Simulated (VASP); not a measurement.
# Ir: single point with PBE

Ir:

```xyz
16
Lattice="-3.8700 3.8700 3.8700 3.8700 -3.8700 3.8700 3.8700 3.8700 -3.8700" Properties=species:S:1:pos:R:3 pbc="T T T"
Ir    0.0000    0.0000    0.0000
Ir    3.8700    1.9350   -1.9350
Ir    3.8700    0.0000    0.0000
Ir    3.8700   -1.9350    1.9350
Ir    1.9350    3.8700   -1.9350
Ir    1.9350    1.9350    0.0000
Ir    1.9350    0.0000    1.9350
Ir    1.9350   -1.9350    3.8700
Ir    0.0000    3.8700    0.0000
Ir    0.0000    1.9350    1.9350
Ir    0.0000    0.0000    3.8700
Ir    3.8700    1.9350    1.9350
Ir   -1.9350    3.8700    1.9350
Ir   -1.9350    1.9350    3.8700
Ir    1.9350    3.8700    1.9350
Ir    1.9350    1.9350    3.8700
```

```yaml
Program: VASP 6.6.1
Task: single point
Functional: PBE
Potentials_or_basis: VASP PAW PBE potentials, release 64 (Ir)
Cutoff: 520 eV
k_mesh: 3 × 3 × 3
Occupations: methfessel-paxton, width 0.1 eV
Spin: no spin polarisation
Dipole_correction: no
Further_INCAR_settings: LREAL = Auto; ALGO = Normal; EDIFF = 1e-06; NBANDS = 86
```

| Property | Result |
| --- | --- |
| Pressure | 0.3 GPa |
| Band gap on the k mesh | zero (filled and empty bands touch) |

Levels at points of the mesh, in eV from the Fermi level:
| k point | band 69 | band 70 | band 71 | band 72 | band 73 | band 74 | band 75 | band 76 |
| --- | --- | --- | --- | --- | --- | --- | --- | --- |
| (0.00, 0.00, 0.00) | -1.44 | -1.44 | -1.28 | -1.28 | 0.70 | 0.70 | 0.70 | 1.29 |

Wall time 110 s on 1 thread of Intel(R) Xeon(R) 6975P-C (Granite Rapids) (shared host), peak memory 0.39 GiB.

Caveat: the k points lie up to 0.38 Å⁻¹ apart; spin-orbit coupling is left out, which moves the levels of the heavy elements.
